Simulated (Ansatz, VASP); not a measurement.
## GaN in VASP and in Ansatz

Contents of INCAR:

```
SYSTEM = GaN
  ALGO = Normal
  EDIFF = 1E-6
  ENCUT = 520
  GGA = PE
  ISIF = 2
  ISMEAR = 0
  LASPH = .TRUE.
  LCHARG = .TRUE.
  LELF = .TRUE.
  LREAL = .FALSE.
  LVHAR = .TRUE.
  LWAVE = .FALSE.
  NBANDS = 16
  NELM = 60
  PREC = Accurate
  SIGMA = 0.05
```

File KPOINTS:

```
k-points
0
G
  10 10 10
  0 0 0
```

POSCAR

```
GaN
1.0
    0.0000000000      2.1971630923      2.1408255771
    2.1971630923      0.0000000000      2.1408255771
    2.1971630923      2.1971630923      0.0000000000
Ga N
1 1
Direct
    0.0000000000      0.0000000000      0.0000000000
    0.7500000000      0.7500000000      0.7500000000
```

Input for Ansatz:

```yaml
crystal:
  lattice:
    - [0.0, 2.1971630923, 2.1408255771]
    - [2.1971630923, 0.0, 2.1408255771]
    - [2.1971630923, 2.1971630923, 0.0]
  atoms:
    - { symbol: Ga, position: [0.0, 0.0, 0.0] }
    - { symbol: "N", position: [0.75, 0.75, 0.75] }
basis:
  ecutwfc: 420
kpoints:
  mp_grid: { grid: [10, 10, 10] }
hamiltonian:
  xc: pbe
scf:
  occupations: { method: gaussian, width: 0.05 }
output:
  forces: true
  stress: true
  eigenvalues: true
```

Change from the starting cell: strain -0.025 along x and y, -0.050 along z, atoms carried along.

Alike in both runs: task single point; functional PBE; k mesh 10 × 10 × 10; occupations gaussian, width 0.05 eV; no spin polarisation.

```csv
,VASP,Ansatz
version,VASP 6.6.1,Ansatz 0.2.0
potentials or method,"VASP PAW PBE potentials, release 64 (Ga_d, N), cutoff 520 eV","scalar-relativistic, plane waves, PAW"
valence electrons in the cell,18,18
```

VASP gave:

- gap on the k mesh at the Fermi level (eV): 2.30
- least direct gap on the mesh (eV): 2.30
- pressure (GPa): 29.4
- traceless stress, the component that is largest in VASP (GPa): 1.69

Question: Estimate Ansatz's values.

Answer: gap on the k mesh at the Fermi level (eV): 2.29; least direct gap on the mesh (eV): 2.29; pressure (GPa): 29.5; traceless stress, the component that is largest in VASP (GPa): 1.67.

Both programs put the cell under a high pressure, so it lies far from rest at this level.
